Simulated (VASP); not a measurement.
A run of VASP 6.6.1:

File INCAR:

```
SYSTEM = Te2Mo
ALGO = Normal ; EDIFF = 1E-6
ENCUT = 520 ; GGA = PE
ISIF = 2 ; ISMEAR = 0
IVDW = 12 ; LASPH = .True.
LCHARG = .False. ; LREAL = .False.
LWAVE = .False. ; NBANDS = 35
NELM = 100 ; PREC = Accurate
SIGMA = 0.05
```

File KPOINTS:

```
k-points
0
Gamma
  12 12 2
  0 0 0
```

POSCAR

```
Te2Mo
1.0
    3.4964011497      0.0000000000      0.0000000000
   -1.7482005748      3.0279722174      0.0000000000
    0.0000000000      0.0000000000     13.7008448353
Te Mo
4 2
Direct
    0.3333333333      0.6666666667      0.6173401526
    0.6666666667      0.3333333333      0.1173401526
    0.3333333333      0.6666666667      0.8826598474
    0.6666666667      0.3333333333      0.3826598474
    0.3333333333      0.6666666667      0.2500000000
    0.6666666667      0.3333333333      0.7500000000
```

Potentials or basis: VASP PAW PBE potentials, release 64 (Te, Mo_sv).

Command:

```sh
$ cat potpaw_PBE.64/Te/POTCAR potpaw_PBE.64/Mo_sv/POTCAR > POTCAR
$ mpirun -np 1 vasp_std > vasp.out
```

Hardware: 1 thread of Intel(R) Xeon(R) 6975P-C (Granite Rapids) (shared host).

How long does it take, and how much memory?

Run time: 94 s on 1 thread of Intel(R) Xeon(R) 6975P-C (Granite Rapids), on a shared host, peak memory 0.38 GiB. Counts: scf iterations 16, k points 38.
